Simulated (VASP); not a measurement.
# CaF (P4/nmm) in VASP: further runs, part 2 of 2

VASP 6.6.1.

## (4) Relaxation of shape and atoms at fixed volume, PBE (19.47 Å³/atom)

This run uses another cell than the first one, of 19.47 Å³/atom.

Contents of INCAR:

```
PREC     = Accurate       # precision mode
ENCUT    = 600            # plane-wave cutoff, eV
EDIFF    = 1E-7           # SCF threshold, eV
ISMEAR   = 0              # smearing method
SIGMA    = 0.1            # smearing width, eV
LREAL    = False          # projectors in reciprocal space
LASPH    = True           # aspherical terms in the spheres
NELM     = 120            # most SCF steps
ALGO     = Normal         # electronic algorithm
ISIF     = 4              # what is computed and relaxed
LWAVE    = False          # write WAVECAR
LCHARG   = False          # write CHGCAR
GGA      = PE             # functional
IBRION   = 2              # ionic algorithm
NSW      = 50             # ionic steps
EDIFFG   = -0.01          # ionic threshold
GGA_COMPAT= False        
NELMIN   = 4
```

Contents of KPOINTS:

```
regular mesh
0
Gamma
  12 12 8
```

Contents of POSCAR:

```
CaF
1.0
    3.7741583431      0.0000000000      0.0000000000
    0.0000000000      3.7741583431      0.0000000000
    0.0000000000      0.0000000000      5.4664791894
Ca F
2 2
Direct
    0.5000000000      0.0000000000      0.7649439892
    0.0000000000      0.5000000000      0.2350560108
    0.0000000000      0.0000000000      0.0000000000
    0.5000000000      0.5000000000      0.0000000000
```

Potentials or basis: VASP PAW PBE potentials, release 64 (Ca_sv, F).

Run with:

```console
> cat potpaw_PBE.64/Ca_sv/POTCAR potpaw_PBE.64/F/POTCAR > POTCAR
> mpirun -np 1 vasp_std > vasp.out
```

OUTCAR:

```text
PREC = Accurate
   ENCUT = 600
   EDIFF = 1E-7
   ISMEAR = 0
   LREAL = False
   LASPH = True
   NELM = 120
   ISIF = 4
   GGA = PE
   IBRION = 2
   NSW = 50
   EDIFFG = -0.01
   NELMIN = 4

 ion  position               nearest neighbor table
   1  0.500  0.000  0.765-   3 2.28   4 2.28   4 2.28   3 2.28
   2  0.000  0.500  0.235-   3 2.28   4 2.28   3 2.28   4 2.28
   3  0.000  0.000  0.000-   1 2.28   2 2.28   2 2.28   1 2.28
   4  0.500  0.500  0.000-   1 2.28   2 2.28   1 2.28   2 2.28

  LATTYP: Found a simple tetragonal cell.
 ALAT       =     3.7741583431
 C/A-ratio  =     1.4483968855

  Lattice vectors:

 A1 = (   3.7741583431,   0.0000000000,   0.0000000000)
 A2 = (   0.0000000000,   3.7741583431,   0.0000000000)
 A3 = (   0.0000000000,   0.0000000000,   5.4664791894)

Analysis of symmetry for initial positions (statically):
=====================================================================
 Subroutine PRICEL returns:
 Original cell was already a primitive cell.
[... 180 lines left out ...]

  FORCE on cell =-STRESS in cart. coord.  units (eV):
  Direction    XX          YY          ZZ          XY          YZ          ZX
  --------------------------------------------------------------------------------------
  -------------------------------------------------------------------------------------
  Total        3.2673671      3.2673671      3.2012020      0.0000000     -0.0000000      0.0000000
  in kB       67.2296091     67.2296091     65.8681889      0.0000000     -0.0000000      0.0000000
  external PRESSURE =      66.7758024 kB  Pullay stress =       0.0000000 kB
[... 63 lines left out ...]
--------------------------------------- Ionic step        3  -------------------------------------------

 number of electron      34.0000009 magnetization

 Free energy of the ion-electron system (eV)
  ---------------------------------------------------
  ext. energy  EPLUGINS =         0.00000000
  ---------------------------------------------------
  free energy    TOTEN  =       -18.88388845 eV

  energy without entropy =      -18.87879953  energy(sigma->0) =      -18.88134399

 E-fermi :   3.8197     XC(G=0):  -8.9567

 val. band max:        3.8126035609   @ k =   0.5000   0.2500   0.3750
 cond. band min:       3.8232387690   @ k =   0.5000   0.2500   0.5000
 fundamental gap:      0.0106352081
 Fermi energy:         3.8197086913

 k-point     1 :       0.0000    0.0000    0.0000
  band No.  band energies     occupation
      1     -38.0029      2.00000
      2     -37.9561      2.00000
      3     -22.7287      2.00000
      4     -21.8386      2.00000
      5     -19.0482      2.00000
      6     -19.0482      2.00000
[... 565 lines left out ...]
     20       5.3941      0.00000
     21       7.7537      0.00000

 [... further k-points ...]

------------------------ aborting loop because EDIFF is reached ----------------------------------------

  FORCE on cell =-STRESS in cart. coord.  units (eV):
  Direction    XX          YY          ZZ          XY          YZ          ZX
  --------------------------------------------------------------------------------------
  -------------------------------------------------------------------------------------
  Total        2.9775144      2.9775144      3.0228230      0.0000000     -0.0000000      0.0000000
  in kB       61.2655755     61.2655755     62.1978489      0.0000000     -0.0000000      0.0000000
  external PRESSURE =      61.5763333 kB  Pullay stress =       0.0000000 kB
[... 19 lines left out ...]
  FREE ENERGIE OF THE ION-ELECTRON SYSTEM (eV)
  ---------------------------------------------------
  free  energy   TOTEN  =       -18.8838884542 eV

  energy  without entropy=      -18.8787995312  energy(sigma->0) =      -18.88134399

 reached required accuracy - stopping structural energy minimisation
```

CONTCAR:

```text
CaF
   1.00000000000000
     3.7757584378804192    0.0000000000000000    0.0000000000000000
     0.0000000000000000    3.7757584378804192    0.0000000000000000
     0.0000000000000000   -0.0000000000000000    5.4618469908204590
  Ca              F
     2     2
Direct
     0.5000000000000000    0.0000000000000000    0.7611873963349859
     0.0000000000000000    0.5000000000000000    0.2388126036650140
     0.0000000000000000    0.0000000000000000    0.0000000000000000
     0.5000000000000000    0.5000000000000000    0.0000000000000000

  0.00000000E+00  0.00000000E+00  0.00000000E+00
  0.00000000E+00  0.00000000E+00  0.00000000E+00
  0.00000000E+00  0.00000000E+00  0.00000000E+00
  0.00000000E+00  0.00000000E+00  0.00000000E+00
```

It took 4.8 min on 1 thread of AMD EPYC 9R45 (Zen 5), shared host; peak memory 0.36 GiB.

Results:

```yaml
Free_energy: -18.8839 eV
Energy_gained_by_relaxing: 1.4 meV/atom
Ionic_steps: 3
Pressure_after_relaxing: 6.2 GPa
Band_gap_on_the_k_mesh: zero (bands 17 and 18 overlap by 1.30 eV)
```

The path:
```tsv
step	energy change (eV)	largest force (eV/Å)	pressure (GPa)	volume (Å³)
1	0.0000	0.2671	6.68	77.87
2	-0.0047	0.1001	6.35	77.87
3	-0.0055	0.0015	6.16	77.87
```

Final structure:
```xyz
4
Lattice="3.7758 0.0000 0.0000 0.0000 3.7758 0.0000 0.0000 0.0000 5.4618" Properties=species:S:1:pos:R:3 pbc="T T T"
Ca    1.8879    0.0000    4.1575
Ca    0.0000    1.8879    1.3044
F     0.0000    0.0000    0.0000
F     1.8879    1.8879    0.0000
```

Levels at points of the mesh, in eV from the Fermi level:
| k point | band 15 | band 16 | band 17 | band 18 | band 19 | band 20 |
| --- | --- | --- | --- | --- | --- | --- |
| (0.00, 0.00, 0.00) | -6.57 | -6.57 | -2.65 | 1.26 | 2.01 | 3.42 |
| (0.50, 0.00, 0.00) | -7.40 | -7.40 | -0.51 | -0.51 | 2.85 | 2.85 |
| (0.50, 0.50, 0.00) | -6.46 | -6.46 | 0.75 | 0.75 | 0.75 | 0.75 |
| (0.00, 0.00, 0.50) | -6.58 | -6.58 | -1.74 | 0.63 | 2.92 | 3.07 |
| (0.50, 0.00, 0.50) | -7.40 | -7.40 | -0.22 | -0.22 | 2.81 | 2.81 |
| (0.50, 0.50, 0.50) | -6.46 | -6.46 | 0.78 | 0.78 | 0.83 | 0.83 |

## (5) Relaxation of shape and atoms at fixed volume, PBE (24.33 Å³/atom)

This run uses another cell than the first one, of 24.33 Å³/atom.

Contents of INCAR:

```
SYSTEM = CaF
PREC = Accurate ; ENCUT = 600
EDIFF = 1E-7 ; ISMEAR = 0
SIGMA = 0.1 ; LREAL = .False.
LASPH = .True. ; NELM = 120
ALGO = Normal ; ISIF = 4
LWAVE = .False. ; LCHARG = .False.
GGA = PE ; IBRION = 2
NSW = 50 ; EDIFFG = -0.01
GGA_COMPAT = .False. ; NELMIN = 4
```

Contents of KPOINTS:

```
Automatic mesh
0
Gamma
  12 12 8
  0 0 0
```

Contents of POSCAR:

```
CaF
1.0
    4.0646358040      0.0000000000      0.0000000000
    0.0000000000      4.0646358040      0.0000000000
    0.0000000000      0.0000000000      5.8913478898
Ca F
2 2
Direct
    0.5000000000      0.0000000000      0.7785036736
    0.0000000000      0.5000000000      0.2214963264
    0.0000000000      0.0000000000      0.0000000000
    0.5000000000      0.5000000000      0.0000000000
```

Potentials or basis: VASP PAW PBE potentials, release 64 (Ca_sv, F).

Run with:

```console
> cat potpaw_PBE.64/Ca_sv/POTCAR potpaw_PBE.64/F/POTCAR > POTCAR
> mpirun -np 1 vasp_std > vasp.out
```

OUTCAR:

```text
SYSTEM = CaF
   PREC = Accurate
   ENCUT = 600
   EDIFF = 1E-7
   ISMEAR = 0
   LREAL = .False.
   LASPH = .True.
   NELM = 120
   ISIF = 4
   GGA = PE
   IBRION = 2
   NSW = 50
   EDIFFG = -0.01
   NELMIN = 4

 ion  position               nearest neighbor table
   1  0.500  0.000  0.779-   3 2.42   4 2.42   4 2.42   3 2.42
   2  0.000  0.500  0.221-   3 2.42   4 2.42   3 2.42   4 2.42
   3  0.000  0.000  0.000-   1 2.42   2 2.42   2 2.42   1 2.42
   4  0.500  0.500  0.000-   1 2.42   2 2.42   1 2.42   2 2.42

  LATTYP: Found a simple tetragonal cell.
 ALAT       =     4.0646358040
 C/A-ratio  =     1.4494159314

  Lattice vectors:

 A1 = (   4.0646358040,   0.0000000000,   0.0000000000)
 A2 = (   0.0000000000,   4.0646358040,   0.0000000000)
 A3 = (   0.0000000000,   0.0000000000,   5.8913478898)

Analysis of symmetry for initial positions (statically):
=====================================================================
 Subroutine PRICEL returns:
 Original cell was already a primitive cell.

 Routine SETGRP: Setting up the symmetry group for a
 simple tetragonal supercell.

 Subroutine GETGRP returns: Found 16 space group operations
 (whereof  8 operations were pure point group operations)
 out of a pool of 16 trial point group operations.

The static configuration has the point symmetry D_2d.
 The point group associated with its full space group is D_4h.

Analysis of symmetry for dynamics (positions and initial velocities):
=====================================================================
 Subroutine PRICEL returns:
 Original cell was already a primitive cell.

 Routine SETGRP: Setting up the symmetry group for a
 simple tetragonal supercell.

 Subroutine GETGRP returns: Found 16 space group operations
 (whereof  8 operations were pure point group operations)
 out of a pool of 16 trial point group operations.

The dynamic configuration has the point symmetry D_2d.
 The point group associated with its full space group is D_4h.
[... 129 lines left out ...]
   LHFCALC =     F    Hartree Fock is set to
   AEXX    =    0.0000 exact exchange contribution
   IVDW    =     0    specifies the selected vdW correction
   LEPSILON=     F    determine dielectric tensor
   LRPA    =     F    only Hartree local field effects (RPA)
 conjugate gradient relaxation of ions
 non-spin polarized calculation
 Gauss-broadening in eV      SIGMA  =   0.10
  energy-cutoff  :      600.00
  volume of cell :       97.33
 maximum number of plane-waves:      3288
   NGX = 17   NGY = 17   NGZ = 23

--------------------------------------- Ionic step        1  -------------------------------------------

 number of electron      34.0000015 magnetization

 Free energy of the ion-electron system (eV)
  ---------------------------------------------------
  ext. energy  EPLUGINS =         0.00000000
  ---------------------------------------------------
  free energy    TOTEN  =       -19.00279319 eV

  energy without entropy =      -18.99774165  energy(sigma->0) =      -19.00026742

------------------------ aborting loop because EDIFF is reached ----------------------------------------

  FORCE on cell =-STRESS in cart. coord.  units (eV):
  Direction    XX          YY          ZZ          XY          YZ          ZX
  --------------------------------------------------------------------------------------
  -------------------------------------------------------------------------------------
  Total       -1.9120290     -1.9120290     -1.8478046      0.0000000      0.0000000      0.0000000
  in kB      -31.4736501    -31.4736501    -30.4164608      0.0000000      0.0000000      0.0000000
  external PRESSURE =     -31.1212537 kB  Pullay stress =       0.0000000 kB
[... 63 lines left out ...]
--------------------------------------- Ionic step        3  -------------------------------------------

 number of electron      34.0000019 magnetization

 Free energy of the ion-electron system (eV)
  ---------------------------------------------------
  ext. energy  EPLUGINS =         0.00000000
  ---------------------------------------------------
  free energy    TOTEN  =       -19.00472039 eV

  energy without entropy =      -18.99963106  energy(sigma->0) =      -19.00217572

 E-fermi :   2.8240     XC(G=0):  -8.0680

 val. band max:        2.7935879240   @ k =   0.5000   0.2500   0.2500
 cond. band min:       2.8268389078   @ k =   0.4167   0.0000   0.1250
 fundamental gap:      0.0332509838
 Fermi energy:         2.8239649700

 k-point     1 :       0.0000    0.0000    0.0000
  band No.  band energies     occupation
      1     -39.7661      2.00000
      2     -39.7456      2.00000
      3     -23.3851      2.00000
      4     -22.8129      2.00000
      5     -20.7723      2.00000
      6     -20.7723      2.00000
[... 565 lines left out ...]
     20       4.2315      0.00000
     21       5.8702      0.00000

 [... further k-points ...]

------------------------ aborting loop because EDIFF is reached ----------------------------------------

  FORCE on cell =-STRESS in cart. coord.  units (eV):
  Direction    XX          YY          ZZ          XY          YZ          ZX
  --------------------------------------------------------------------------------------
  -------------------------------------------------------------------------------------
  Total       -1.7444996     -1.7444996     -1.7703369      0.0000000      0.0000000      0.0000000
  in kB      -28.7159706    -28.7159706    -29.1412759      0.0000000      0.0000000      0.0000000
  external PRESSURE =     -28.8577390 kB  Pullay stress =       0.0000000 kB
[... 19 lines left out ...]
  FREE ENERGIE OF THE ION-ELECTRON SYSTEM (eV)
  ---------------------------------------------------
  free  energy   TOTEN  =       -19.0047203870 eV

  energy  without entropy=      -18.9996310587  energy(sigma->0) =      -19.00217572

 reached required accuracy - stopping structural energy minimisation
```

OSZICAR:

```text
N       E                     dE             d eps       ncg     rms          rms(c)
DAV:   1     0.364893238547E+03    0.36489E+03   -0.18327E+04  5880   0.169E+03
DAV:   2     0.119719540264E+02   -0.35292E+03   -0.34302E+03  7046   0.447E+02
DAV:   3    -0.178336789713E+02   -0.29806E+02   -0.29368E+02  7992   0.121E+02
[... 24 lines left out ...]
DAV:   2    -0.190047571220E+02   -0.13906E-02   -0.20471E-02  6850   0.123E+00    0.108E-01
DAV:   3    -0.190047344849E+02    0.22637E-04   -0.55391E-04  9184   0.146E-01    0.463E-02
DAV:   4    -0.190047207365E+02    0.13748E-04   -0.30664E-05  7897   0.507E-02    0.868E-03
DAV:   5    -0.190047204869E+02    0.24956E-06   -0.21475E-06  8412   0.126E-02    0.206E-03
DAV:   6    -0.190047203870E+02    0.99909E-07   -0.54937E-07  8826   0.525E-03
   3 F= -.19004720E+02 E0= -.19002176E+02  d E =-.192719E-02
```

CONTCAR:

```text
CaF
   1.00000000000000
     4.0618191470994605    0.0000000000000000    0.0000000000000000
     0.0000000000000000    4.0618191470994605    0.0000000000000000
     0.0000000000000000    0.0000000000000000    5.8995213995425093
  Ca              F
     2     2
Direct
     0.5000000000000000    0.0000000000000000    0.7811628095615218
     0.0000000000000000    0.5000000000000000    0.2188371904384782
     0.0000000000000000    0.0000000000000000    0.0000000000000000
     0.5000000000000000    0.5000000000000000    0.0000000000000000

  0.00000000E+00  0.00000000E+00  0.00000000E+00
  0.00000000E+00  0.00000000E+00  0.00000000E+00
  0.00000000E+00  0.00000000E+00  0.00000000E+00
  0.00000000E+00  0.00000000E+00  0.00000000E+00
```

It took 9.1 min on 1 thread of Intel Xeon 8259CL, shared host; peak memory 0.45 GiB.

What came out:

```
Free energy               : -19.0047 eV
Energy gained by relaxing : 0.5 meV/atom
Ionic steps               : 3
Pressure after relaxing   : -2.9 GPa
Band gap on the k mesh    : zero (bands 17 and 18 overlap by 1.29 eV)
```

The path:
```csv
step,energy change (eV),largest force (eV/Å),pressure (GPa),volume (Å³)
1,0.0000,0.1209,-3.11,97.33
2,-0.0012,0.0763,-3.03,97.33
3,-0.0019,0.0003,-2.89,97.33
```

Final structure:
```
CELL_PARAMETERS angstrom
4.06182 0.00000 0.00000
0.00000 4.06182 0.00000
0.00000 0.00000 5.89952
ATOMIC_POSITIONS crystal
Ca 0.50000 0.00000 0.78116
Ca 0.00000 0.50000 0.21884
F 0.00000 0.00000 0.00000
F 0.50000 0.50000 0.00000
```

## (6) Overview

```tsv
task	cell	gap on the mesh (eV)	pressure (GPa)	largest force (eV/Å)
single point	a = 4.015, b = 4.015, c = 5.819 Å, 4 atoms, atomic positions A	none	-1.8	0.04
single point	a = 4.063, b = 4.063, c = 5.897 Å, 4 atoms, atomic positions B	none	-2.8	0.04
relaxation of shape and atoms at fixed volume	relaxed from a = 3.774, b = 3.774, c = 5.466 Å, 4 atoms, atomic positions C	none	6.2	-
relaxation of shape and atoms at fixed volume	relaxed from a = 4.065, b = 4.065, c = 5.891 Å, 4 atoms, atomic positions A	none	-2.9	-
```

Alike in all rows: level PBE; potentials or basis VASP PAW PBE potentials, release 64 (Ca_sv, F); no spin polarisation; k mesh 12 × 12 × 8; cutoff (eV) 600; smearing gaussian 0.1 eV.

Absolute energies hang on the potentials; compare differences alone.
